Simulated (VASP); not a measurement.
# CuO (F-43m) in VASP: further runs

CuO is run at these levels: r2SCAN+U; tasks: single point.

Everything below comes from runs of VASP 6.6.1. Logs are shortened: lines on timing, memory, paths and dates and some standing lists are left out, and cuts for length are marked.

### 1 The cell of the first run

The structure is cubic, space group F-43m (No. 216). Conventional cell: a = 4.655 Å, b = 4.655 Å, c = 4.655 Å, α = 90.00°, β = 90.00°, γ = 90.00°. Within 2.7 Å of Cu (site symmetry -43m) lie 4 O at 2.02 Å. Within 2.7 Å of O (site symmetry -43m) lie 4 Cu at 2.02 Å.

### 2 Single point, r2SCAN+U, collinear spin, ferromagnetic start

POSCAR reads:

```
CuO
1.0
    0.0000000000      2.3272527300      2.3272527300
    2.3272527300      0.0000000000      2.3272527300
    2.3272527300      2.3272527300      0.0000000000
Cu O
1 1
Direct
    0.0000000000      0.0000000000      0.0000000000
    0.2500000000      0.2500000000      0.2500000000
```

INCAR.step1 reads:

```
SYSTEM = CuO
PREC     = Accurate       ! precision mode
ENCUT    = 660            ! plane-wave cutoff, eV
ISMEAR   = 0              ! smearing method
SIGMA    = 0.05           ! smearing width, eV
LREAL    = .FALSE.        ! projectors in reciprocal space
LASPH    = .TRUE.         ! aspherical terms in the spheres
NELM     = 200            ! most SCF steps
ISPIN    = 2              ! spin polarisation
MAGMOM   = 1 0            ! initial moments
LMAXMIX  = 4              ! l up to which the mixer works
LDAU     = .TRUE.         ! DFT+U
LDAUTYPE = 2            
LDAUL    = 2 -1           ! shell
LDAUU    = 1 0            ! U, eV
LDAUJ    = 0 0          
NBANDS   = 20             ! bands
GGA      = PE             ! functional
ALGO     = Normal         ! electronic algorithm
EDIFF    = 1E-5           ! SCF threshold, eV
LWAVE    = .TRUE.         ! write WAVECAR
LCHARG   = .FALSE.        ! write CHGCAR
GGA_COMPAT= .FALSE.
```

INCAR.step2 reads:

```
SYSTEM = CuO
PREC     = Accurate       ! precision mode
ENCUT    = 660            ! plane-wave cutoff, eV
EDIFF    = 1E-6           ! SCF threshold, eV
ISMEAR   = 0              ! smearing method
SIGMA    = 0.05           ! smearing width, eV
LREAL    = .FALSE.        ! projectors in reciprocal space
LASPH    = .TRUE.         ! aspherical terms in the spheres
NELM     = 200            ! most SCF steps
ALGO     = Normal         ! electronic algorithm
ISIF     = 2              ! what is computed and relaxed
LWAVE    = .FALSE.        ! write WAVECAR
LCHARG   = .FALSE.        ! write CHGCAR
ISPIN    = 2              ! spin polarisation
MAGMOM   = 1 0            ! initial moments
LORBIT   = 11             ! projections on sites
LMAXMIX  = 4              ! l up to which the mixer works
LDAU     = .TRUE.         ! DFT+U
LDAUTYPE = 2            
LDAUL    = 2 -1           ! shell
LDAUU    = 1 0            ! U, eV
LDAUJ    = 0 0          
LDAUPRINT= 1            
METAGGA  = R2SCAN         ! meta-GGA
LMIXTAU  = .TRUE.       
NBANDS   = 20             ! bands
ISTART   = 1            
GGA_COMPAT= .FALSE.
```

KPOINTS reads:

```
regular mesh
0
G
  7 7 7
  0 0 0
```

Potentials or basis: VASP PAW PBE potentials, release 64 (Cu, O).

Launch:

```console
$ cat potpaw_PBE.64/Cu/POTCAR potpaw_PBE.64/O/POTCAR > POTCAR
$ cp INCAR.step1 INCAR
$ mpirun -np 1 vasp_std > vasp.out
$ cp INCAR.step2 INCAR
$ mpirun -np 1 vasp_std > vasp.out
```

OUTCAR:

```text
SYSTEM = CuO
   PREC = Accurate
   ENCUT = 660
   EDIFF = 1E-6
   ISMEAR = 0
   LREAL = .FALSE.
   LASPH = .TRUE.
   NELM = 200
   ISIF = 2
   ISPIN = 2
   LORBIT = 11
   METAGGA = R2SCAN
   ISTART = 1

 ion  position               nearest neighbor table
   1  0.000  0.000  0.000-   2 2.02   2 2.02   2 2.02   2 2.02
   2  0.250  0.250  0.250-   1 2.02   1 2.02   1 2.02   1 2.02

  LATTYP: Found a face centered cubic cell.
 ALAT       =     4.6545054600

  Lattice vectors:

 A1 = (   0.0000000000,   2.3272527300,   2.3272527300)
 A2 = (   2.3272527300,   0.0000000000,   2.3272527300)
 A3 = (   2.3272527300,   2.3272527300,   0.0000000000)

Analysis of symmetry for initial positions (statically):
=====================================================================
 Subroutine PRICEL returns:
 Original cell was already a primitive cell.

 Routine SETGRP: Setting up the symmetry group for a
 face centered cubic supercell.

 Subroutine GETGRP returns: Found 24 space group operations
 (whereof 24 operations were pure point group operations)
 out of a pool of 48 trial point group operations.

The static configuration has the point symmetry T_d .

Analysis of symmetry for dynamics (positions and initial velocities):
=====================================================================
 Subroutine PRICEL returns:
 Original cell was already a primitive cell.

 Routine SETGRP: Setting up the symmetry group for a
 face centered cubic supercell.

 Subroutine GETGRP returns: Found 24 space group operations
 (whereof 24 operations were pure point group operations)
 out of a pool of 48 trial point group operations.

The dynamic configuration has the point symmetry T_d .

Analysis of structural, dynamic, and magnetic symmetry:
=====================================================================
 Subroutine PRICEL returns:
 Original cell was already a primitive cell.

 Routine SETGRP: Setting up the symmetry group for a
 face centered cubic supercell.

 Subroutine GETGRP returns: Found 24 space group operations
 (whereof 24 operations were pure point group operations)
 out of a pool of 48 trial point group operations.

The overall configuration has the point symmetry T_d .

 Subroutine INISYM returns: Found 24 space group operations
 (whereof 24 operations are pure point group operations),
 and found     1 'primitive' translations

----------------------------------------------------------------------------------------

                                     Primitive cell

  volume of cell :      25.2093

  direct lattice vectors                    reciprocal lattice vectors
     0.000000000  2.327252730  2.327252730    -0.214845596  0.214845596  0.214845596
     2.327252730  0.000000000  2.327252730     0.214845596 -0.214845596  0.214845596
     2.327252730  2.327252730  0.000000000     0.214845596  0.214845596 -0.214845596

  length of vectors
     3.291232374  3.291232374  3.291232374     0.372123488  0.372123488  0.372123488

  position of ions in fractional coordinates (direct lattice)
     0.000000000  0.000000000  0.000000000
     0.250000000  0.250000000  0.250000000

  ion indices of the primitive-cell ions
   primitive index   ion index
                 1           1
                 2           2

----------------------------------------------------------------------------------------

 KPOINTS: regular mesh

Automatic generation of k-mesh.
 Grid dimensions read from file:
 generate k-points for:    7    7    7

 Generating k-lattice:

  Cartesian coordinates                     Fractional coordinates (reciprocal lattice)
    -0.030692228  0.030692228  0.030692228     0.142857143  0.000000000  0.000000000
[... 65 lines left out ...]
   NELECT =      17.0000    total number of electrons
   NUPDOWN=      -1.0000    fix difference up-down
   EMIN   =  10.00;   EMAX   =-10.00  energy-range for DOS
   EFERMI =   0.00;   METHOD = LEGACY
   ISMEAR =     0;   SIGMA  =   0.05  broadening in eV -4-tet -1-fermi 0-gaus
   EFERMI_NEDOS =   21; number of points for ismear=-14 and -15
   IALGO  =     38    algorithm
   IMIX   =      4    mixing-type and parameters
     AMIX     =   0.40;   BMIX     =  1.00
     AMIX_MAG =   1.60;   BMIX_MAG =  1.00
  volume/ion in A,a.u.               =      12.60        85.06
  Fermi-wavevector in a.u.,A,eV,Ry     =   1.435614  2.712916 28.041426  2.060987
  Thomas-Fermi vector in A             =   2.554893
   LORBIT       =     11    0 simple, 1 ext, 2 COOP (PROOUT), +10 PAW based schemes
 LDA+U is selected, type is set to LDAUTYPE =  2
   angular momentum for each species LDAUL =     2   -1
   U (eV)           for each species LDAUU =   1.0  0.0
   J (eV)           for each species LDAUJ =   0.0  0.0
   METAGGA = R2SCAN    functional components
   LHFCALC =     F    Hartree Fock is set to
   AEXX    =    0.0000 exact exchange contribution
   IVDW    =     0    specifies the selected vdW correction
   LEPSILON=     F    determine dielectric tensor
   LRPA    =     F    only Hartree local field effects (RPA)
 spin polarized calculation
 Gauss-broadening in eV      SIGMA  =   0.05
  energy-cutoff  :      660.00
  volume of cell :       25.21
 maximum number of plane-waves:       984
   NGX = 13   NGY = 13   NGZ = 13

atom =   1  type =  1  l = 2

 onsite density matrix

spin component  1

  0.9778  0.0000 -0.0000  0.0000  0.0000
  0.0000  0.9778  0.0000  0.0000  0.0000
 -0.0000  0.0000  0.9704  0.0000  0.0000
  0.0000  0.0000  0.0000  0.9778 -0.0000
  0.0000  0.0000  0.0000 -0.0000  0.9704

spin component  2

  0.7966 -0.0000  0.0000 -0.0000  0.0000
 -0.0000  0.7966 -0.0000 -0.0000 -0.0000
  0.0000 -0.0000  0.9422 -0.0000  0.0000
 -0.0000 -0.0000 -0.0000  0.7966  0.0000
  0.0000 -0.0000  0.0000  0.0000  0.9422

 occupancies and eigenvectors

  o =  0.7966  v =  0.0000  0.0000  0.0000  0.0000  0.0000  1.0000  0.0000  0.0000  0.0000  0.0000      0.0000  0.0000  0.0000  0.0000  0.0000  0.0000  0.0000  0.0000  0.0000  0.0000
  o =  0.7966  v =  0.0000  0.0000  0.0000  0.0000  0.0000  0.0000 -0.8243 -0.0000 -0.5662 -0.0000      0.0000  0.0000  0.0000  0.0000  0.0000  0.0000  0.0000  0.0000  0.0000  0.0000
  o =  0.7966  v =  0.0000  0.0000  0.0000  0.0000  0.0000  0.0000 -0.5662  0.0000  0.8243  0.0000      0.0000  0.0000  0.0000  0.0000  0.0000  0.0000  0.0000  0.0000  0.0000  0.0000
  o =  0.9422  v =  0.0000  0.0000  0.0000  0.0000  0.0000  0.0000 -0.0000 -0.3033 -0.0000  0.9529      0.0000  0.0000  0.0000  0.0000  0.0000  0.0000  0.0000  0.0000  0.0000  0.0000
  o =  0.9422  v =  0.0000  0.0000  0.0000  0.0000  0.0000  0.0000 -0.0000  0.9529 -0.0000  0.3033      0.0000  0.0000  0.0000  0.0000  0.0000  0.0000  0.0000  0.0000  0.0000  0.0000
  o =  0.9704  v =  0.0000  0.0000 -0.1002 -0.0000  0.9950  0.0000  0.0000  0.0000  0.0000  0.0000      0.0000  0.0000  0.0000  0.0000  0.0000  0.0000  0.0000  0.0000  0.0000  0.0000
  o =  0.9704  v =  0.0000 -0.0000 -0.9950 -0.0000 -0.1002  0.0000  0.0000  0.0000  0.0000  0.0000      0.0000  0.0000  0.0000  0.0000  0.0000  0.0000  0.0000  0.0000  0.0000  0.0000
  o =  0.9778  v =  0.0000 -0.8955  0.0000 -0.4450  0.0000  0.0000  0.0000  0.0000  0.0000  0.0000      0.0000  0.0000  0.0000  0.0000  0.0000  0.0000  0.0000  0.0000  0.0000  0.0000
  o =  0.9778  v =  1.0000  0.0000  0.0000  0.0000  0.0000  0.0000  0.0000  0.0000  0.0000  0.0000      0.0000  0.0000  0.0000  0.0000  0.0000  0.0000  0.0000  0.0000  0.0000  0.0000
  o =  0.9778  v =  0.0000 -0.4450 -0.0000  0.8955  0.0000  0.0000  0.0000  0.0000  0.0000  0.0000      0.0000  0.0000  0.0000  0.0000  0.0000  0.0000  0.0000  0.0000  0.0000  0.0000

 number of electron      16.9999992 magnetization       0.9999667

 Free energy of the ion-electron system (eV)
  ---------------------------------------------------
  ext. energy  EPLUGINS =         0.00000000
  ---------------------------------------------------
  free energy    TOTEN  =       -17.42863768 eV

  energy without entropy =      -17.42540542  energy(sigma->0) =      -17.42702155

 E-fermi :   2.8564     XC(G=0): -11.2133

 val. band max:        2.8320221917   @ k =  -0.1429   0.1429   0.0000
 cond. band min:       2.8681274701   @ k =  -0.4286   0.2857   0.1429
 fundamental gap:      0.0361052783
 Fermi energy:         2.8564464688

 spin component 1

 k-point     1 :       0.0000    0.0000    0.0000
  band No.  band energies     occupation
      1     -16.8975      1.00000
      2      -2.3135      1.00000
      3      -2.3135      1.00000
      4      -2.3135      1.00000
      5       0.2477      1.00000
      6       0.2477      1.00000
[... 436 lines left out ...]
      6       0.2303      1.00000
[... 12 lines left out ...]
     19      32.2399      0.00000
     20      34.1315      0.00000
 Fermi energy:         2.8564464688

 spin component 2

 k-point     1 :       0.0000    0.0000    0.0000
  band No.  band energies     occupation
      1     -16.1118      1.00000
      2      -1.3650      1.00000
      3      -1.3650      1.00000
      4      -1.3649      1.00000
      5       0.7569      1.00000
      6       0.7569      1.00000
[... 449 lines left out ...]
     19      32.4144      0.00000
     20      34.3585      0.00000

------------------------ aborting loop because EDIFF is reached ----------------------------------------

  FORCE on cell =-STRESS in cart. coord.  units (eV):
  Direction    XX          YY          ZZ          XY          YZ          ZX
  --------------------------------------------------------------------------------------
  -------------------------------------------------------------------------------------
  Total       -2.1151812     -2.1151812     -2.1151812      0.0000000     -0.0000000      0.0000000
  in kB     -134.4304068   -134.4304068   -134.4304068      0.0000000     -0.0000000      0.0000000
  external PRESSURE =    -134.4304068 kB  Pullay stress =       0.0000000 kB

 VOLUME and BASIS-vectors are now :
 -----------------------------------------------------------------------------
  energy-cutoff  :      660.00
  volume of cell :       25.21
      direct lattice vectors                 reciprocal lattice vectors
     0.000000000  2.327252730  2.327252730    -0.214845596  0.214845596  0.214845596
     2.327252730  0.000000000  2.327252730     0.214845596 -0.214845596  0.214845596
     2.327252730  2.327252730  0.000000000     0.214845596  0.214845596 -0.214845596

 POSITION                                       TOTAL-FORCE (eV/Angst)
 -----------------------------------------------------------------------------------
      0.00000      0.00000      0.00000         0.000000      0.000000      0.000000
      1.16363      1.16363      1.16363        -0.000000     -0.000000     -0.000000
 -----------------------------------------------------------------------------------
    total drift:                                0.000001      0.000001      0.000000

  FREE ENERGIE OF THE ION-ELECTRON SYSTEM (eV)
  ---------------------------------------------------
  free  energy   TOTEN  =       -17.4286376801 eV

  energy  without entropy=      -17.4254054192  energy(sigma->0) =      -17.42702155

 total charge

# of ion       s       p       d       tot
------------------------------------------
    1        0.323   0.343   9.130   9.796
    2        1.561   3.371   0.000   4.933
--------------------------------------------------
tot          1.884   3.714   9.130  14.729

 magnetization (x)

# of ion       s       p       d       tot
------------------------------------------
    1       -0.015   0.008   0.601   0.593
    2        0.010   0.375   0.000   0.384
--------------------------------------------------
tot         -0.006   0.382   0.601   0.978
```

It took 2.5 min on 1 thread of Intel Xeon Platinum 8259CL at 2.50GHz (Skylake/Cascade Lake), shared host; peak memory 0.19 GiB.

Results:

* Free energy: -17.4286 eV
* Pressure: -13.4 GPa
* Band gap on the k mesh: zero (filled and empty bands overlap)
* Net moment: 1.00 μB per cell
* Site moments: Cu +0.59; O +0.38 μB
* Valence electrons inside the program's atomic spheres: Cu 9.80; O 4.93

Eigenvalues of the final occupation matrices:
```
    site  spin  trace               eigenvalues
site 1 d     1   4.87  0.97 0.97 0.98 0.98 0.98
site 1 d     2   4.27  0.80 0.80 0.80 0.94 0.94
```

Caveat: the PAW data sets were made with another functional, which shifts forces and pressure a little; a cell with one magnetic atom can't hold antiferromagnetic order, which such compounds often take. The state reached can hang on the start; a lower one may exist.

### 3 Single point, r2SCAN+U, collinear spin, ferromagnetic start

POSCAR is that of step 2.

INCAR.step1 reads:

```
SYSTEM = CuO
PREC = Accurate ; ENCUT = 660
ISMEAR = 0 ; SIGMA = 0.05
LREAL = .FALSE. ; LASPH = .TRUE.
NELM = 200 ; ISPIN = 2
MAGMOM = 0.66 0.45 ; LMAXMIX = 4
LDAU = .TRUE. ; LDAUTYPE = 2
LDAUL = 2 -1 ; LDAUU = 1 0
LDAUJ = 0 0 ; NBANDS = 20
GGA = PE ; ALGO = Normal
EDIFF = 1E-5 ; LWAVE = .TRUE.
LCHARG = .FALSE. ; GGA_COMPAT = .FALSE.
```

INCAR.step2 reads:

```
SYSTEM = CuO
PREC = Accurate ; ENCUT = 660
EDIFF = 1E-6 ; ISMEAR = 0
SIGMA = 0.05 ; LREAL = .FALSE.
LASPH = .TRUE. ; NELM = 200
ALGO = Normal ; ISIF = 2
LWAVE = .FALSE. ; LCHARG = .FALSE.
ISPIN = 2 ; MAGMOM = 0.66 0.45
LORBIT = 11 ; LMAXMIX = 4
LDAU = .TRUE. ; LDAUTYPE = 2
LDAUL = 2 -1 ; LDAUU = 1 0
LDAUJ = 0 0 ; LDAUPRINT = 1
METAGGA = R2SCAN ; LMIXTAU = .TRUE.
NBANDS = 20 ; ISTART = 1
GGA_COMPAT = .FALSE.
```

KPOINTS reads:

```
Automatic mesh
0
G
  7 7 7
  0 0 0
```

Potentials or basis: VASP PAW PBE potentials, release 64 (Cu, O).

Launch:

```console
$ cat potpaw_PBE.64/Cu/POTCAR potpaw_PBE.64/O/POTCAR > POTCAR
$ cp INCAR.step1 INCAR
$ mpirun -np 1 vasp_std > vasp.out
$ cp INCAR.step2 INCAR
$ mpirun -np 1 vasp_std > vasp.out
```

Wall time 2.7 min (1 thread of Intel Xeon Platinum 8259CL at 2.50GHz (Skylake/Cascade Lake), shared host); peak memory 0.19 GiB.

Results (log left out):

| Item | Value |
| --- | --- |
| Free energy | -17.4286 eV |
| Pressure | -13.4 GPa |
| Band gap on the k mesh | zero (filled and empty bands overlap) |
| Net moment | 1.00 μB per cell |
| Site moments | Cu +0.59; O +0.38 μB |
| Valence electrons inside the program's atomic spheres | Cu 9.80; O 4.93 |

Levels at points of the mesh, in eV from the Fermi level:
Spin up:
```csv
k point,band 6,band 7,band 8,band 9,band 10,band 11,band 12,band 13
"(0.00, 0.00, 0.00)",-2.61,-0.10,-0.10,-0.10,1.08,14.53,14.53,14.53
```
Spin down:
```
           k point  band 3  band 4  band 5  band 6  band 7  band 8  band 9  band 10  band 11  band 12
(0.00, 0.00, 0.00)   -4.22   -4.22   -2.10   -2.10    1.19    1.19    1.19     1.31    14.58    14.58
```

Eigenvalues of the final occupation matrices:
```
    site  spin  trace               eigenvalues
site 1 d     1   4.87  0.97 0.97 0.98 0.98 0.98
site 1 d     2   4.27  0.80 0.80 0.80 0.94 0.94
```

Caveat: the PAW data sets were made with another functional, which shifts forces and pressure a little; a cell with one magnetic atom can't hold antiferromagnetic order, which such compounds often take. The state reached can hang on the start; a lower one may exist.

### 4 Single point, r2SCAN+U, collinear spin, ferromagnetic start

POSCAR is that of step 3.

INCAR.step1 reads:

```
ALGO = Normal
EDIFF = 1E-5
ENCUT = 660
GGA = PE
GGA_COMPAT = False
ISMEAR = 0
ISPIN = 2
LASPH = True
LCHARG = False
LDAU = True
LDAUJ = 0 0
LDAUL = 2 -1
LDAUTYPE = 2
LDAUU = 1 0
LMAXMIX = 4
LREAL = False
LWAVE = True
MAGMOM = 0.66 0.45
NBANDS = 20
NELM = 200
PREC = Accurate
SIGMA = 0.05
```

INCAR.step2 reads:

```
ALGO = Normal
EDIFF = 1E-6
ENCUT = 660
GGA_COMPAT = False
ISIF = 2
ISMEAR = 0
ISPIN = 2
ISTART = 1
LASPH = True
LCHARG = False
LDAU = True
LDAUJ = 0 0
LDAUL = 2 -1
LDAUPRINT = 1
LDAUTYPE = 2
LDAUU = 1 0
LMAXMIX = 4
LMIXTAU = True
LORBIT = 11
LREAL = False
LWAVE = False
MAGMOM = 0.66 0.45
METAGGA = R2SCAN
NBANDS = 20
NELM = 200
PREC = Accurate
SIGMA = 0.05
```

KPOINTS reads:

```
k-points
0
Gamma
  7 7 7
```

Launch:

```console
$ cat potpaw_PBE.64/Cu/POTCAR potpaw_PBE.64/O/POTCAR > POTCAR
$ cp INCAR.step1 INCAR
$ mpirun -np 1 vasp_std > vasp.out
$ cp INCAR.step2 INCAR
$ mpirun -np 1 vasp_std > vasp.out
```

Wall time 2.7 min (1 thread of Intel Xeon Platinum 8259CL at 2.50GHz (Skylake/Cascade Lake), shared host); peak memory 0.19 GiB.

Results (log left out):

```
Free energy                                           : -17.4286 eV
Pressure                                              : -13.4 GPa
Band gap on the k mesh                                : zero (filled and empty bands overlap)
Net moment                                            : 1.00 μB per cell
Site moments                                          : Cu +0.59; O +0.38 μB
Valence electrons inside the program's atomic spheres : Cu 9.80; O 4.93
```

Levels at points of the mesh, in eV from the Fermi level:
Spin up:
```
           k point  band 5  band 6  band 7  band 8  band 9  band 10  band 11  band 12  band 13  band 14
(0.00, 0.00, 0.00)   -2.61   -2.61   -0.10   -0.10   -0.10     1.08    14.53    14.53    14.53    20.61
```
Spin down:
| k point | band 5 | band 6 | band 7 | band 8 | band 9 | band 10 |
| --- | --- | --- | --- | --- | --- | --- |
| (0.00, 0.00, 0.00) | -2.10 | -2.10 | 1.19 | 1.19 | 1.19 | 1.31 |

Eigenvalues of the final occupation matrices:
| site | spin | trace | eigenvalues |
| --- | --- | --- | --- |
| site 1 d | 1 | 4.87 | 0.97 0.97 0.98 0.98 0.98 |
| site 1 d | 2 | 4.27 | 0.80 0.80 0.80 0.94 0.94 |

Caveat: the PAW data sets were made with another functional, which shifts forces and pressure a little; a cell with one magnetic atom can't hold antiferromagnetic order, which such compounds often take. The state reached can hang on the start; a lower one may exist.
